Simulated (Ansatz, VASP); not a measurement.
Zr3H: VASP beside Ansatz

```
Zr H
1.0
     5.65641    0.00000    0.00000
    -2.82821    4.89860    0.00000
     0.00000    0.00000    2.99567
Zr H
3 1
Direct
  0.50000 0.00000 0.50000
  0.00000 0.50000 0.50000
  0.50000 0.50000 0.50000
  0.00000 0.00000 0.50000
```

Alike in both runs: functional PBE; k mesh 12 × 12 × 16; occupations gaussian, width 0.1 eV; no spin polarisation.

Ansatz relaxed the structure, and its values are those at the end. VASP's run is a single point on that final structure, the one shown.

|  | VASP | Ansatz |
| --- | --- | --- |
| version | VASP 6.6.1 | Ansatz 0.2.0 |
| potentials or method | VASP PAW PBE potentials, release 64 (Zr_sv, H), cutoff 520 eV | scalar-relativistic, plane waves, PAW |
| valence electrons in the cell | 37 | 37 |

```tsv
	VASP	Ansatz	Ansatz less VASP
gap on the k mesh at the Fermi level (eV)	none	none	-
pressure (GPa)	0.0	0.0	-0.03
```

A gap of «none» marks a metal or a gap that the smearing closes.
